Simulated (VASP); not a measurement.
# CrCo (Fm-3m) in VASP: further runs

The runs below take CrCo through single point, relaxation of cell and atoms, with PBE.

The COD entry that gives the cell may itself be a prediction, so a difference from it is no test against experiment.

All numbers are computed with VASP 6.6.1; they aren't measurements. Logs are shortened: lines on timing, memory, paths and dates and some standing lists are left out, and cuts for length are marked.

## (1) The cell of the first run

It takes space group Fm-3m (No. 225, cubic). The conventional cell has a = 4.154 Å, b = 4.154 Å, c = 4.154 Å, α = 90.00°, β = 90.00°, γ = 90.00°. Within 2.7 Å of Cr (site symmetry m-3m) lie 6 Co at 2.08 Å. Within 2.7 Å of Co (site symmetry m-3m) lie 6 Cr at 2.08 Å.

## (2) Single point, PBE, collinear spin, ferromagnetic start

File INCAR:

```
PREC = Accurate ; ENCUT = 520
EDIFF = 1E-6 ; ISMEAR = 0
SIGMA = 0.1 ; LREAL = False
LASPH = True ; NELM = 150
ALGO = Normal ; ISIF = 2
LWAVE = False ; LCHARG = False
ISPIN = 2 ; MAGMOM = 3 3
LORBIT = 11 ; LMAXMIX = 4
GGA = PE ; NBANDS = 22
```

File KPOINTS:

```
Automatic mesh
0
Gamma
  8 8 8
```

File POSCAR:

```
CrCo
1.0
    0.0000000000      2.0769203200      2.0769203200
    2.0769203200      0.0000000000      2.0769203200
    2.0769203200      2.0769203200      0.0000000000
Cr Co
1 1
Direct
    0.5000000000      0.5000000000      0.5000000000
    0.0000000000      0.0000000000      0.0000000000
```

Potentials or basis: VASP PAW PBE potentials, release 64 (Cr_pv, Co).

Command:

```sh
cat potpaw_PBE.64/Cr_pv/POTCAR potpaw_PBE.64/Co/POTCAR > POTCAR
mpirun -np 1 vasp_std > vasp.out
```

OUTCAR:

```text
PREC = Accurate
   ENCUT = 520
   EDIFF = 1E-6
   ISMEAR = 0
   LREAL = False
   LASPH = True
   NELM = 150
   ISIF = 2
   ISPIN = 2
   LORBIT = 11
   GGA = PE

 ion  position               nearest neighbor table
   1  0.500  0.500  0.500-   2 2.08   2 2.08   2 2.08   2 2.08   2 2.08   2 2.08
   2  0.000  0.000  0.000-   1 2.08   1 2.08   1 2.08   1 2.08   1 2.08   1 2.08

  LATTYP: Found a face centered cubic cell.
 ALAT       =     4.1538406400

  Lattice vectors:

 A1 = (   0.0000000000,   2.0769203200,   2.0769203200)
 A2 = (   2.0769203200,   0.0000000000,   2.0769203200)
 A3 = (   2.0769203200,   2.0769203200,   0.0000000000)

Analysis of symmetry for initial positions (statically):
=====================================================================
 Subroutine PRICEL returns:
 Original cell was already a primitive cell.

 Routine SETGRP: Setting up the symmetry group for a
 face centered cubic supercell.

 Subroutine GETGRP returns: Found 48 space group operations
 (whereof 48 operations were pure point group operations)
 out of a pool of 48 trial point group operations.

The static configuration has the point symmetry O_h .

Analysis of symmetry for dynamics (positions and initial velocities):
=====================================================================
 Subroutine PRICEL returns:
 Original cell was already a primitive cell.

 Routine SETGRP: Setting up the symmetry group for a
 face centered cubic supercell.

 Subroutine GETGRP returns: Found 48 space group operations
 (whereof 48 operations were pure point group operations)
 out of a pool of 48 trial point group operations.

The dynamic configuration has the point symmetry O_h .

Analysis of structural, dynamic, and magnetic symmetry:
=====================================================================
 Subroutine PRICEL returns:
 Original cell was already a primitive cell.

 Routine SETGRP: Setting up the symmetry group for a
 face centered cubic supercell.

 Subroutine GETGRP returns: Found 48 space group operations
 (whereof 48 operations were pure point group operations)
 out of a pool of 48 trial point group operations.

The overall configuration has the point symmetry O_h .

 Subroutine INISYM returns: Found 48 space group operations
 (whereof 48 operations are pure point group operations),
 and found     1 'primitive' translations

----------------------------------------------------------------------------------------

                                     Primitive cell

  volume of cell :      17.9180

  direct lattice vectors                    reciprocal lattice vectors
     0.000000000  2.076920320  2.076920320    -0.240741060  0.240741060  0.240741060
     2.076920320  0.000000000  2.076920320     0.240741060 -0.240741060  0.240741060
     2.076920320  2.076920320  0.000000000     0.240741060  0.240741060 -0.240741060

  length of vectors
     2.937208885  2.937208885  2.937208885     0.416975748  0.416975748  0.416975748

  position of ions in fractional coordinates (direct lattice)
     0.500000000  0.500000000  0.500000000
     0.000000000  0.000000000  0.000000000

  ion indices of the primitive-cell ions
   primitive index   ion index
                 1           1
                 2           2

----------------------------------------------------------------------------------------

 KPOINTS: Automatic mesh

Automatic generation of k-mesh.
 Grid dimensions read from file:
 generate k-points for:    8    8    8

 Generating k-lattice:

  Cartesian coordinates                     Fractional coordinates (reciprocal lattice)
    -0.030092633  0.030092633  0.030092633     0.125000000  0.000000000  0.000000000
     0.030092633 -0.030092633  0.030092633     0.000000000  0.125000000  0.000000000
     0.030092633  0.030092633 -0.030092633     0.000000000  0.000000000  0.125000000

  Length of vectors
     0.052121968  0.052121968  0.052121968

  Shift w.r.t. Gamma in fractional coordinates (k-lattice)
     0.000000000  0.000000000  0.000000000

 Subroutine IBZKPT returns following result:
 ===========================================

 Found     29 irreducible k-points:

 Following reciprocal coordinates:
            Coordinates               Weight
  0.000000  0.000000  0.000000      1.000000
  0.125000  0.000000  0.000000      8.000000
  0.250000  0.000000  0.000000      8.000000
  0.375000  0.000000  0.000000      8.000000
  0.500000  0.000000  0.000000      4.000000
  0.125000  0.125000  0.000000      6.000000
[... 16 lines left out ...]
  0.500000  0.250000  0.125000     48.000000
 -0.375000  0.250000  0.125000     24.000000
 [... further k-points ...]
   k-points           NKPTS =     29   k-points in BZ     NKDIM =     29   number of bands    NBANDS=     22
   number of dos      NEDOS =    301   number of ions     NIONS =      2
   total plane-waves  NPLWV =  13824
   dimension x,y,z NGX =    24 NGY =   24 NGZ =   24
   dimension x,y,z NGXF=    48 NGYF=   48 NGZF=   48
   ions per type =               1   1
   NGX,Y,Z   is equivalent  to a cutoff of  13.58, 13.58, 13.58 a.u.
   NGXF,Y,Z  is equivalent  to a cutoff of  27.17, 27.17, 27.17 a.u.
 SYSTEM =  unknown system
   PREC   = accura    normal or accurate (medium, high low for compatibility)
   ISTART =      0    job   : 0-new  1-cont  2-samecut
   ICHARG =      2    charge: 1-file 2-atom 10-const
   ISPIN  =      2    spin polarized calculation?
   LNONCOLLINEAR =      F non collinear calculations
   LSORBIT =      F    spin-orbit coupling
   LASPH  =      T    aspherical Exc in radial PAW
   ENCUT  =  520.0 eV  38.22 Ry    6.18 a.u.   5.46  5.46  5.46*2*pi/ulx,y,z
   NELM   =    150;   NELMIN=  2; NELMDL= -5     # of ELM steps
   EDIFF  = 0.1E-05   stopping-criterion for ELM
   LREAL  =      F    real-space projection
   EDIFFG = 0.1E-04   stopping-criterion for IOM
   NSW    =      0    number of steps for IOM
   IBRION =     -1    ionic relax: 0-MD 1-quasi-New 2-CG
   NFREE  =      0    steps in history (QN), initial steepest desc. (CG)
   ISIF   =      2    stress and relaxation
   ISYM   =      2    0-nonsym 1-usesym 2-fastsym
   POTIM  = 0.5000    time-step for ionic-motion
   TEBEG  =    0.0;   TEEND  =   0.0 temperature during run
   PSTRESS=    0.0 pullay stress
   NELECT =      21.0000    total number of electrons
   NUPDOWN=      -1.0000    fix difference up-down
   EMIN   =  10.00;   EMAX   =-10.00  energy-range for DOS
   EFERMI =   0.00;   METHOD = LEGACY
   ISMEAR =     0;   SIGMA  =   0.10  broadening in eV -4-tet -1-fermi 0-gaus
   EFERMI_NEDOS =   21; number of points for ismear=-14 and -15
   IALGO  =     38    algorithm
   IMIX   =      4    mixing-type and parameters
     AMIX     =   0.40;   BMIX     =  1.00
     AMIX_MAG =   1.60;   BMIX_MAG =  1.00
  volume/ion in A,a.u.               =       8.96        60.46
  Fermi-wavevector in a.u.,A,eV,Ry     =   1.726042  3.261747 40.534775  2.979222
  Thomas-Fermi vector in A             =   2.801429
   LORBIT       =     11    0 simple, 1 ext, 2 COOP (PROOUT), +10 PAW based schemes
   GGA     = PE    functional components
   LHFCALC =     F    Hartree Fock is set to
   AEXX    =    0.0000 exact exchange contribution
   IVDW    =     0    specifies the selected vdW correction
   LEPSILON=     F    determine dielectric tensor
   LRPA    =     F    only Hartree local field effects (RPA)
 spin polarized calculation
 Gauss-broadening in eV      SIGMA  =   0.10
  energy-cutoff  :      520.00
  volume of cell :       17.92
 maximum number of plane-waves:       531
 NGX is ok and might be reduce to    24
   NGX = 11   NGY = 11   NGZ = 11

 number of electron      21.0000004 magnetization       0.3178049

 Free energy of the ion-electron system (eV)
  ---------------------------------------------------
  ext. energy  EPLUGINS =         0.00000000
  ---------------------------------------------------
  free energy    TOTEN  =       -12.84155752 eV

  energy without entropy =      -12.82718169  energy(sigma->0) =      -12.83436960

 E-fermi :  14.8659     XC(G=0): -14.7870

 val. band max:       14.8635632703   @ k =   0.5000   0.0000   0.0000
 cond. band min:      14.8777931904   @ k =  -0.2500   0.1250   0.0000
 fundamental gap:      0.0142299201
 Fermi energy:        14.8658959907

 spin component 1

 k-point     1 :       0.0000    0.0000    0.0000
  band No.  band energies     occupation
      1     -28.7316      1.00000
      2     -28.7316      1.00000
      3     -28.7316      1.00000
      4       4.9756      1.00000
      5       9.0048      1.00000
      6       9.0048      1.00000
[... 14 lines left out ...]
     21      37.0819      0.00000
     22      37.0820      0.00000

 k-point     2 :       0.1250    0.0000    0.0000
  band No.  band energies     occupation
      1     -28.7726      1.00000
      2     -28.7433      1.00000
      3     -28.7433      1.00000
      4       5.4576      1.00000
      5       9.1910      1.00000
      6       9.2461      1.00000
[... 542 lines left out ...]
 k-point    24 :      -0.3750    0.2500    0.1250
  band No.  band energies     occupation
      1     -28.9589      1.00000
      2     -28.8466      1.00000
      3     -28.8218      1.00000
      4       9.1692      1.00000
      5       9.1881      1.00000
      6      10.9794      1.00000
[... 14 lines left out ...]
     21      39.5899      0.00000
     22      41.0770      0.00000

 [... further k-points ...]

 spin component 2

 k-point     1 :       0.0000    0.0000    0.0000
  band No.  band energies     occupation
      1     -28.4379      1.00000
      2     -28.4379      1.00000
      3     -28.4379      1.00000
      4       5.0304      1.00000
      5       9.0798      1.00000
      6       9.0798      1.00000
[... 14 lines left out ...]
     21      37.1929      0.00000
     22      37.1929      0.00000

 k-point     2 :       0.1250    0.0000    0.0000
  band No.  band energies     occupation
      1     -28.4795      1.00000
      2     -28.4497      1.00000
      3     -28.4497      1.00000
      4       5.5130      1.00000
      5       9.3084      1.00000
      6       9.3208      1.00000
[... 542 lines left out ...]
 k-point    24 :      -0.3750    0.2500    0.1250
  band No.  band energies     occupation
      1     -28.6682      1.00000
      2     -28.5544      1.00000
      3     -28.5292      1.00000
      4       9.2615      1.00000
      5       9.2848      1.00000
      6      11.0284      1.00000
[... 14 lines left out ...]
     21      39.6460      0.00000
     22      41.1545      0.00000

 [... further k-points ...]
[... 5 lines left out ...]
  --------------------------------------------------------------------------------------
  -------------------------------------------------------------------------------------
  Total       13.7340319     13.7340319     13.7340319     -0.0000000     -0.0000000      0.0000000
  in kB     1228.0587149   1228.0587149   1228.0587149     -0.0000000     -0.0000000      0.0000000
  external PRESSURE =    1228.0587149 kB  Pullay stress =       0.0000000 kB

 VOLUME and BASIS-vectors are now :
 -----------------------------------------------------------------------------
  energy-cutoff  :      520.00
  volume of cell :       17.92
      direct lattice vectors                 reciprocal lattice vectors
     0.000000000  2.076920320  2.076920320    -0.240741060  0.240741060  0.240741060
     2.076920320  0.000000000  2.076920320     0.240741060 -0.240741060  0.240741060
     2.076920320  2.076920320  0.000000000     0.240741060  0.240741060 -0.240741060

 POSITION                                       TOTAL-FORCE (eV/Angst)
 -----------------------------------------------------------------------------------
      2.07692      2.07692      2.07692        -0.000000      0.000000      0.000000
      0.00000      0.00000      0.00000         0.000000     -0.000000     -0.000000
 -----------------------------------------------------------------------------------
    total drift:                                0.000000     -0.000000      0.000000

  FREE ENERGIE OF THE ION-ELECTRON SYSTEM (eV)
  ---------------------------------------------------
  free  energy   TOTEN  =       -12.8415575188 eV

  energy  without entropy=      -12.8271816870  energy(sigma->0) =      -12.83436960

 total charge

# of ion       s       p       d       tot
------------------------------------------
    1        0.503   6.492   4.698  11.694
    2        0.720   0.758   7.757   9.235
--------------------------------------------------
tot          1.223   7.250  12.455  20.929

 magnetization (x)

# of ion       s       p       d       tot
------------------------------------------
    1       -0.000   0.004   0.280   0.283
    2        0.000   0.006   0.024   0.030
--------------------------------------------------
tot         -0.000   0.010   0.304   0.313
```

Run time: 20 s. Hardware: 1 thread of Intel Xeon Platinum 8259CL at 2.50GHz (Skylake/Cascade Lake), shared host; peak memory 0.16 GiB.

Results:

- Free energy: -12.8416 eV
- Pressure: 122.8 GPa
- Net moment: 0.32 μB per cell
- Site moments: Cr +0.28; Co +0.03 μB
- Valence electrons inside the program's atomic spheres: Cr 11.69; Co 9.23

(Part 1 of 2 ends here.)
